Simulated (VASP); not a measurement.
Input of a VASP 6.6.1 run:

POSCAR

```
FeO
1.0
    1.5176821100      0.8762341800      2.5157945800
   -1.5176821100      0.8762341800      2.5157945800
    0.0000000000     -1.7524683500      2.5157945800
Fe O
1 1
Direct
    0.0000000000      0.0000000000      0.0000000000
    0.5000000000      0.5000000000      0.5000000000
```

File INCAR.step1:

```
SYSTEM = FeO
ALGO     = Normal         ! electronic algorithm
EDIFF    = 1E-6           ! SCF threshold, eV
ENCUT    = 520            ! plane-wave cutoff, eV
ISIF     = 2              ! what is computed and relaxed
ISMEAR   = -1             ! smearing method
ISPIN    = 2              ! spin polarisation
LASPH    = .True.         ! aspherical terms in the spheres
LCHARG   = .True.         ! write CHGCAR
LDAU     = .True.         ! DFT+U
LDAUJ    = 0 0          
LDAUL    = 2 -1           ! shell
LDAUPRINT= 1            
LDAUTYPE = 2            
LDAUU    = 2 0            ! U, eV
LMAXMIX  = 4              ! l up to which the mixer works
LREAL    = .False.        ! projectors in reciprocal space
LWAVE    = .False.        ! write WAVECAR
MAGMOM   = 3 0            ! initial moments
NBANDS   = 18             ! bands
NELM     = 150            ! most SCF steps
PREC     = Accurate       ! precision mode
SIGMA    = 0.05           ! smearing width, eV
```

File KPOINTS.step1:

```
k-points
0
Gamma
  11 11 11
  0 0 0
```

INCAR.step2

```
SYSTEM = FeO
ALGO     = Normal         ! electronic algorithm
EDIFF    = 1E-6           ! SCF threshold, eV
ENCUT    = 520            ! plane-wave cutoff, eV
ICHARG   = 11             ! starting density
ISIF     = 2              ! what is computed and relaxed
ISMEAR   = -5             ! smearing method
ISPIN    = 2              ! spin polarisation
LASPH    = .True.         ! aspherical terms in the spheres
LCHARG   = .False.        ! write CHGCAR
LDAU     = .True.         ! DFT+U
LDAUJ    = 0 0          
LDAUL    = 2 -1           ! shell
LDAUPRINT= 1            
LDAUTYPE = 2            
LDAUU    = 2 0            ! U, eV
LMAXMIX  = 4              ! l up to which the mixer works
LORBIT   = 11             ! projections on sites
LREAL    = .False.        ! projectors in reciprocal space
LWAVE    = .False.        ! write WAVECAR
MAGMOM   = 3 0            ! initial moments
NEDOS    = 1001           ! points of the DOS
NELM     = 150            ! most SCF steps
PREC     = Accurate       ! precision mode
SIGMA    = 0.05           ! smearing width, eV
```

The input KPOINTS.step2:

```
k-points
0
Gamma
  17 17 17
  0 0 0
```

Potentials or basis: VASP PAW LDA potentials, release 64 (Fe, O).

Run with:

```console
$ cat potpaw_LDA.64/Fe/POTCAR potpaw_LDA.64/O/POTCAR > POTCAR
$ cp INCAR.step1 INCAR
$ cp KPOINTS.step1 KPOINTS
$ mpirun -np 1 vasp_std > vasp.out
$ cp INCAR.step2 INCAR
$ cp KPOINTS.step2 KPOINTS
$ mpirun -np 1 vasp_std > vasp.out
```

Problem. Predict the net moment.

Solution. 4.00 μB per cell.

Problem. Estimate the site moments.

Solution. Fe +3.68; O +0.27 μB.

Eigenvalues of the final occupation matrices:
```tsv
site	spin	trace	eigenvalues
site 1 d	1	4.88	0.96 0.96 0.96 1.00 1.00
site 1 d	2	1.24	0.14 0.14 0.30 0.33 0.33
```

Caveat: a cell with one magnetic atom can't hold antiferromagnetic order, which such compounds often take. The state reached can hang on the start; a lower one may exist.
